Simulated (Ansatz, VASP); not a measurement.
**One calculation of SiC, two programs**

INCAR

```
PREC = Accurate
ENCUT = 520
EDIFF = 1E-6
ISMEAR = 0
SIGMA = 0.01
LREAL = False
LASPH = True
NELM = 100
ALGO = Normal
ISIF = 2
LWAVE = False
LCHARG = False
GGA = PS
NBANDS = 16
```

File KPOINTS:

```
regular mesh
0
Gamma
  15 15 8
```

The input POSCAR:

```
SiC
1.0
    3.0759807156      0.0000000000      0.0000000000
   -1.5379903578      2.6638774413      0.0000000000
    0.0000000000      0.0000000000      5.0478465815
Si C
2 2
Direct
    0.3333333333      0.6666666667     -0.0097235843
    0.6666666667      0.3333333333      0.4902764157
    0.3333333333      0.6666666667      0.3847235843
    0.6666666667      0.3333333333      0.8847235843
```

Input for Ansatz:

```yaml
crystal:
  lattice:
    - [3.0759807156, 0.0, 0.0]
    - [-1.5379903578, 2.6638774413, 0.0]
    - [0.0, 0.0, 5.0478465815]
  atoms:
    - { symbol: Si, position: [0.3333333333, 0.6666666667, -0.0097235843] }
    - { symbol: Si, position: [0.6666666667, 0.3333333333, 0.4902764157] }
    - { symbol: C, position: [0.3333333333, 0.6666666667, 0.3847235843] }
    - { symbol: C, position: [0.6666666667, 0.3333333333, 0.8847235843] }
basis:
  ecutwfc: 420
  xc_grid: 2
kpoints:
  mp_grid: { grid: [15, 15, 8] }
hamiltonian:
  xc: pbesol
  pseudopotentials: { kind: paw, azcp: { folder: soft_1 } }
scf:
  occupations: { method: fixed }
output:
  forces: true
  stress: true
  eigenvalues: true
  polarization: {}
```

Change from the starting cell: polar distortion scaled by 0.85.

Alike in both runs: task single point; functional PBEsol; k mesh 15 × 15 × 8; no spin polarisation.

```csv
,VASP,Ansatz
version,VASP 6.6.1,Ansatz 0.2.0
potentials or method,"VASP PAW PBE potentials, release 64 (Si, C), cutoff 520 eV","scalar-relativistic, plane waves, PAW"
occupations,"gaussian, width 0.01 eV",fixed
valence electrons in the cell,16,16
```

```tsv
	VASP	Ansatz	Ansatz less VASP
gap on the k mesh at the Fermi level (eV)	2.10	2.11	+0.011
least direct gap on the mesh (eV)	4.07	4.09	+0.012
pressure (GPa)	1.3	1.0	-0.33
traceless stress, the component that is largest in VASP (GPa)	-6.02	-5.93	+0.085
rms of the force components (eV/Å)	0.784	0.781	-0.0036
```

VASP's potentials were made for PBE, not for PBEsol, and Ansatz warns of the same on its side. Atom by atom the forces differ by 0.004 eV/Å (rms over components).
